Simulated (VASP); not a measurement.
# PbO (P4/nmm) in VASP: notebook

The runs below take PbO through electric field gradients, with LDA.

Everything below comes from runs of VASP 6.6.1. Logs are shortened: lines on timing, memory, paths and dates and some standing lists are left out, and cuts for length are marked.

**1. The cell of the first run**

Symmetry: P4/nmm, No. 129, tetragonal system. Conventional cell: a = 4.052 Å, b = 4.052 Å, c = 5.120 Å, α = 90.00°, β = 90.00°, γ = 90.00°. Within 3.1 Å of Pb (site symmetry 4mm) lie 4 O at 2.36 Å. Within 3.1 Å of O (site symmetry -4m2) lie 4 Pb at 2.36 Å and 4 O at 2.87 Å.

**2. Electric field gradients, LDA (volume scaled by 1.06)**

Input file INCAR:

```
ALGO     = Normal         # electronic algorithm
EDIFF    = 1E-8           # SCF threshold, eV
ENCUT    = 520            # plane-wave cutoff, eV
GGA      = CA             # functional
ISIF     = 2              # what is computed and relaxed
ISMEAR   = -1             # smearing method
LASPH    = True           # aspherical terms in the spheres
LCHARG   = False          # write CHGCAR
LEFG     = True         
LREAL    = False          # projectors in reciprocal space
LWAVE    = False          # write WAVECAR
NBANDS   = 28             # bands
NELM     = 60             # most SCF steps
PREC     = Accurate       # precision mode
SIGMA    = 0.03           # smearing width, eV
```

Input file KPOINTS:

```
k-points
0
Gamma
  7 7 6
```

Input file POSCAR:

```
PbO
1.0
    4.0523492014      0.0000000000      0.0000000000
    0.0000000000      4.0523492014      0.0000000000
    0.0000000000      0.0000000000      5.1204955942
Pb O
2 2
Direct
    0.0000000000      0.5000000000      0.2351000000
    0.5000000000      0.0000000000      0.7649000000
    0.0000000000      0.0000000000      0.0000000000
    0.5000000000      0.5000000000      0.0000000000
```

Potentials or basis: VASP PAW LDA potentials, release 64 (Pb_d, O).

Started as:

```sh
$ cat potpaw_LDA.64/Pb_d/POTCAR potpaw_LDA.64/O/POTCAR > POTCAR
$ mpirun -np 1 vasp_std > vasp.out
```

OUTCAR:

```text
EDIFF = 1E-8
   ENCUT = 520
   GGA = CA
   ISIF = 2
   ISMEAR = -1
   LASPH = True
   LREAL = False
   NELM = 60
   PREC = Accurate

 ion  position               nearest neighbor table
   1  0.000  0.500  0.235-   3 2.36   4 2.36   3 2.36   4 2.36   2 3.74   2 3.74   2 3.74   2 3.74
                             2 3.95   2 3.95   2 3.95   2 3.95
   2  0.500  0.000  0.765-   3 2.36   4 2.36   4 2.36   3 2.36   1 3.74   1 3.74   1 3.74   1 3.74
                             1 3.95   1 3.95   1 3.95   1 3.95
   3  0.000  0.000  0.000-   1 2.36   2 2.36   1 2.36   2 2.36
   4  0.500  0.500  0.000-   1 2.36   2 2.36   2 2.36   1 2.36

  LATTYP: Found a simple tetragonal cell.
 ALAT       =     4.0523492014
 C/A-ratio  =     1.2635869565

  Lattice vectors:

 A1 = (   4.0523492014,   0.0000000000,   0.0000000000)
 A2 = (   0.0000000000,   4.0523492014,   0.0000000000)
 A3 = (   0.0000000000,   0.0000000000,   5.1204955942)

Analysis of symmetry for initial positions (statically):
=====================================================================
 Subroutine PRICEL returns:
 Original cell was already a primitive cell.

 Routine SETGRP: Setting up the symmetry group for a
 simple tetragonal supercell.

 Subroutine GETGRP returns: Found 16 space group operations
 (whereof  8 operations were pure point group operations)
 out of a pool of 16 trial point group operations.

The static configuration has the point symmetry D_2d.
 The point group associated with its full space group is D_4h.

Analysis of symmetry for dynamics (positions and initial velocities):
=====================================================================
 Subroutine PRICEL returns:
 Original cell was already a primitive cell.

 Routine SETGRP: Setting up the symmetry group for a
 simple tetragonal supercell.

 Subroutine GETGRP returns: Found 16 space group operations
 (whereof  8 operations were pure point group operations)
 out of a pool of 16 trial point group operations.

The dynamic configuration has the point symmetry D_2d.
 The point group associated with its full space group is D_4h.

 Subroutine INISYM returns: Found 16 space group operations
 (whereof  8 operations are pure point group operations),
 and found     1 'primitive' translations

----------------------------------------------------------------------------------------

                                     Primitive cell

  volume of cell :      84.0864

  direct lattice vectors                    reciprocal lattice vectors
     4.052349201  0.000000000  0.000000000     0.246770441  0.000000000  0.000000000
     0.000000000  4.052349201  0.000000000     0.000000000  0.246770441  0.000000000
     0.000000000  0.000000000  5.120495594     0.000000000  0.000000000  0.195293596

  length of vectors
     4.052349201  4.052349201  5.120495594     0.246770441  0.246770441  0.195293596

  position of ions in fractional coordinates (direct lattice)
     0.000000000  0.500000000  0.235100000
     0.500000000  0.000000000  0.764900000
     0.000000000  0.000000000  0.000000000
     0.500000000  0.500000000  0.000000000

  ion indices of the primitive-cell ions
   primitive index   ion index
                 1           1
                 2           2
                 3           3
                 4           4

----------------------------------------------------------------------------------------

 KPOINTS: k-points

Automatic generation of k-mesh.
 Grid dimensions read from file:
 generate k-points for:    7    7    6

 Generating k-lattice:

  Cartesian coordinates                     Fractional coordinates (reciprocal lattice)
     0.035252920  0.000000000  0.000000000     0.142857143  0.000000000  0.000000000
     0.000000000  0.035252920  0.000000000     0.000000000  0.142857143  0.000000000
     0.000000000  0.000000000  0.032548933     0.000000000  0.000000000  0.166666667

  Length of vectors
     0.035252920  0.035252920  0.032548933

  Shift w.r.t. Gamma in fractional coordinates (k-lattice)
     0.000000000  0.000000000  0.000000000

 Subroutine IBZKPT returns following result:
 ===========================================

 Found     40 irreducible k-points:

 Following reciprocal coordinates:
            Coordinates               Weight
  0.000000  0.000000  0.000000      1.000000
  0.142857  0.000000  0.000000      4.000000
  0.285714  0.000000  0.000000      4.000000
  0.428571  0.000000  0.000000      4.000000
  0.142857  0.142857  0.000000      4.000000
  0.285714  0.142857  0.000000      8.000000
[... 16 lines left out ...]
  0.285714  0.000000  0.333333      8.000000
  0.428571  0.000000  0.333333      8.000000
 [... further k-points ...]
   k-points           NKPTS =     40   k-points in BZ     NKDIM =     40   number of bands    NBANDS=     28
   number of dos      NEDOS =    301   number of ions     NIONS =      4
   total plane-waves  NPLWV =  36000
   dimension x,y,z NGX =    30 NGY =   30 NGZ =   40
   dimension x,y,z NGXF=    60 NGYF=   60 NGZF=   80
   ions per type =               2   2
   NGX,Y,Z   is equivalent  to a cutoff of  12.31, 12.31, 12.99 a.u.
   NGXF,Y,Z  is equivalent  to a cutoff of  24.61, 24.61, 25.97 a.u.
 SYSTEM =  unknown system
   PREC   = accura    normal or accurate (medium, high low for compatibility)
   ISTART =      0    job   : 0-new  1-cont  2-samecut
   ICHARG =      2    charge: 1-file 2-atom 10-const
   ISPIN  =      1    spin polarized calculation?
   LNONCOLLINEAR =      F non collinear calculations
   LSORBIT =      F    spin-orbit coupling
   LASPH  =      T    aspherical Exc in radial PAW
   ENCUT  =  520.0 eV  38.22 Ry    6.18 a.u.   7.53  7.53  9.52*2*pi/ulx,y,z
   NELM   =     60;   NELMIN=  2; NELMDL= -5     # of ELM steps
   EDIFF  = 0.1E-07   stopping-criterion for ELM
   LREAL  =      F    real-space projection
   EDIFFG = 0.1E-06   stopping-criterion for IOM
   NSW    =      0    number of steps for IOM
   IBRION =     -1    ionic relax: 0-MD 1-quasi-New 2-CG
   NFREE  =      0    steps in history (QN), initial steepest desc. (CG)
   ISIF   =      2    stress and relaxation
   ISYM   =      2    0-nonsym 1-usesym 2-fastsym
   POTIM  = 0.5000    time-step for ionic-motion
   TEBEG  =    0.0;   TEEND  =   0.0 temperature during run
   PSTRESS=    0.0 pullay stress
   NELECT =      40.0000    total number of electrons
   NUPDOWN=      -1.0000    fix difference up-down
   EMIN   =  10.00;   EMAX   =-10.00  energy-range for DOS
   EFERMI =   0.00;   METHOD = LEGACY
   ISMEAR =    -1;   SIGMA  =   0.03  broadening in eV -4-tet -1-fermi 0-gaus
   EFERMI_NEDOS =   21; number of points for ismear=-14 and -15
   IALGO  =     38    algorithm
   IMIX   =      4    mixing-type and parameters
     AMIX     =   0.40;   BMIX     =  1.00
     AMIX_MAG =   1.60;   BMIX_MAG =  1.00
  volume/ion in A,a.u.               =      21.02       141.86
  Fermi-wavevector in a.u.,A,eV,Ry     =   1.277967  2.415007 22.221025  1.633199
  Thomas-Fermi vector in A             =   2.410536
   LORBIT       =      0    0 simple, 1 ext, 2 COOP (PROOUT), +10 PAW based schemes
   GGA     = CA    functional components
   LHFCALC =     F    Hartree Fock is set to
   AEXX    =    0.0000 exact exchange contribution
   IVDW    =     0    specifies the selected vdW correction
   LEPSILON=     F    determine dielectric tensor
   LRPA    =     F    only Hartree local field effects (RPA)
 non-spin polarized calculation
  energy-cutoff  :      520.00
  volume of cell :       84.09
 maximum number of plane-waves:      2307
 NGX is ok and might be reduce to    30
   NGX = 15   NGY = 15   NGZ = 19

 number of electron      40.0000003 magnetization

 Free energy of the ion-electron system (eV)
  ---------------------------------------------------
  ext. energy  EPLUGINS =         0.00000000
  ---------------------------------------------------
  free energy    TOTEN  =       -24.28345462 eV

  energy without entropy =      -24.28345462  energy(sigma->0) =      -24.28345462

 E-fermi :   4.7527     XC(G=0): -10.0143

 val. band max:        4.1465939945   @ k =   0.1429   0.0000   0.0000
 cond. band min:       5.6620801519   @ k =   0.4286   0.4286   0.0000
 fundamental gap:      1.5154861574
 Fermi energy:         4.7527436695

 k-point     1 :       0.0000    0.0000    0.0000
  band No.  band energies     occupation
      1     -13.4888      2.00000
      2     -13.1329      2.00000
      3     -11.6773      2.00000
      4     -11.6773      2.00000
      5     -11.6232      2.00000
      6     -11.6035      2.00000
[... 20 lines left out ...]
     27      11.5498      0.00000
     28      12.1509      0.00000

 k-point     2 :       0.1429    0.0000    0.0000
  band No.  band energies     occupation
      1     -13.4555      2.00000
      2     -13.1408      2.00000
      3     -11.6691      2.00000
      4     -11.6666      2.00000
      5     -11.6110      2.00000
      6     -11.5930      2.00000
[... 20 lines left out ...]
     27      11.8010      0.00000
     28      13.2973      0.00000

 k-point     3 :       0.2857    0.0000    0.0000
  band No.  band energies     occupation
      1     -13.3769      2.00000
      2     -13.1687      2.00000
      3     -11.6469      2.00000
      4     -11.6380      2.00000
      5     -11.5759      2.00000
      6     -11.5712      2.00000
[... 20 lines left out ...]
     27      12.1325      0.00000
     28      15.2066      0.00000

 k-point     4 :       0.4286    0.0000    0.0000
  band No.  band energies     occupation
      1     -13.2913      2.00000
      2     -13.2199      2.00000
      3     -11.6167      2.00000
      4     -11.6043      2.00000
      5     -11.5862      2.00000
      6     -11.5772      2.00000
[... 578 lines left out ...]
     27      12.4883      0.00000
     28      13.4624      0.00000

 k-point    23 :       0.2857    0.0000    0.3333
  band No.  band energies     occupation
      1     -13.3778      2.00000
      2     -13.1676      2.00000
      3     -11.6489      2.00000
      4     -11.6164      2.00000
      5     -11.5919      2.00000
      6     -11.5792      2.00000
[... 20 lines left out ...]
     27      12.8419      0.00000
     28      14.7942      0.00000

 k-point    24 :       0.4286    0.0000    0.3333
  band No.  band energies     occupation
      1     -13.2996      2.00000
      2     -13.2264      2.00000
      3     -11.6430      2.00000
      4     -11.6239      2.00000
      5     -11.5949      2.00000
      6     -11.5783      2.00000
[... 20 lines left out ...]
     27      13.2910      0.00000
     28      14.0377      0.00000

 [... further k-points ...]
[... 5 lines left out ...]
  --------------------------------------------------------------------------------------
  -------------------------------------------------------------------------------------
  Total       -3.2857385     -3.2857385     -2.6490061      0.0000000      0.0000000      0.0000000
  in kB      -62.6062739    -62.6062739    -50.4740107      0.0000000      0.0000000      0.0000000
  external PRESSURE =     -58.5621862 kB  Pullay stress =       0.0000000 kB

 VOLUME and BASIS-vectors are now :
 -----------------------------------------------------------------------------
  energy-cutoff  :      520.00
  volume of cell :       84.09
      direct lattice vectors                 reciprocal lattice vectors
     4.052349201  0.000000000  0.000000000     0.246770441  0.000000000  0.000000000
     0.000000000  4.052349201  0.000000000     0.000000000  0.246770441  0.000000000
     0.000000000  0.000000000  5.120495594     0.000000000  0.000000000  0.195293596

 POSITION                                       TOTAL-FORCE (eV/Angst)
 -----------------------------------------------------------------------------------
      0.00000      2.02617      1.20383         0.000000      0.000000     -0.828555
      2.02617      0.00000      3.91667         0.000000      0.000000      0.828555
      0.00000      0.00000      0.00000         0.000000     -0.000000      0.000000
      2.02617      2.02617      0.00000         0.000000      0.000000      0.000000
 -----------------------------------------------------------------------------------
    total drift:                                0.000000      0.000000     -0.000000

  FREE ENERGIE OF THE ION-ELECTRON SYSTEM (eV)
  ---------------------------------------------------
  free  energy   TOTEN  =       -24.2834546226 eV

  energy  without entropy=      -24.2834546225  energy(sigma->0) =      -24.28345462

 Electric field gradients (V/A^2)
---------------------------------------------------------------------
 ion       V_xx      V_yy      V_zz      V_xy      V_xz      V_yz
---------------------------------------------------------------------
   1     103.214   103.214  -206.428    -0.000     0.000     0.000
   2     103.214   103.214  -206.428    -0.000     0.000     0.000
   3       1.198     1.198    -2.396    -0.000     0.000     0.000
   4       1.198     1.198    -2.396     0.000     0.000    -0.000
---------------------------------------------------------------------

 Electric field gradients after diagonalization (V/A^2)
 (convention: |V_zz| > |V_xx| > |V_yy|)
----------------------------------------------------------------------
 ion       V_xx      V_yy      V_zz     asymmetry (V_yy - V_xx)/ V_zz
----------------------------------------------------------------------
   1     103.214   103.214  -206.428       0.000
   2     103.214   103.214  -206.428       0.000
   3       1.198     1.198    -2.396       0.000
   4       1.198     1.198    -2.396       0.000
----------------------------------------------------------------------

           NMR quadrupolar parameters

 Cq : quadrupolar parameter    Cq=e*Q*V_zz/h
 eta: asymmetry parameters     (V_yy - V_xx)/ V_zz
 Q  : nuclear electric quadrupole moment in mb (millibarn)
----------------------------------------------------------------------
 ion       Cq(MHz)       eta       Q (mb)
----------------------------------------------------------------------
   1      -0.499       0.000       1.000
   2      -0.499       0.000       1.000
   3      -0.006       0.000       1.000
   4      -0.006       0.000       1.000
----------------------------------------------------------------------
```

Wall time 77 s (1 thread of Intel Xeon Platinum 8375C at 2.90GHz (Ice Lake), shared host); peak memory 0.21 GiB.

What came out:

- Free energy: -24.2835 eV
- Pressure: -5.9 GPa
- Largest force: 0.829 eV/Å
- Band gap on the k mesh: 1.52 eV, indirect (least direct gap 2.14 eV)

Forces on the atoms (eV/Å):
```
Pb   0.000  0.000 -0.829
Pb   0.000  0.000  0.829
O    0.000  0.000  0.000
O    0.000  0.000  0.000
```

Levels at points of the mesh, in eV from the valence-band top:
| k point | band 16 | band 17 | band 18 | band 19 | band 20 | band 21 | band 22 | band 23 | band 24 | band 25 |
| --- | --- | --- | --- | --- | --- | --- | --- | --- | --- | --- |
| (0.00, 0.00, 0.00) | -3.94 | -1.47 | -1.43 | -1.43 | -0.01 | 2.19 | 5.22 | 5.50 | 5.50 | 6.33 |
| (0.00, 0.00, 0.50) | -3.80 | -1.51 | -1.45 | -1.45 | -0.74 | 1.80 | 3.95 | 3.95 | 4.13 | 8.27 |

Electric field gradients, principal values (V/Å²):
| atom | least | middle | greatest (by size) |
| --- | --- | --- | --- |
| 1 Pb | 103.214 | 103.214 | -206.428 |
| 2 Pb | 103.214 | 103.214 | -206.428 |
| 3 O | 1.198 | 1.198 | -2.396 |
| 4 O | 1.198 | 1.198 | -2.396 |

Caveat: without QUAD_EFG the Cq values of the log hold for a quadrupole moment of 1 mb, not for the nuclei; spin-orbit coupling is left out, which moves the levels of the heavy elements. A k mesh can miss the band edges.

[end of part 1 of 2]
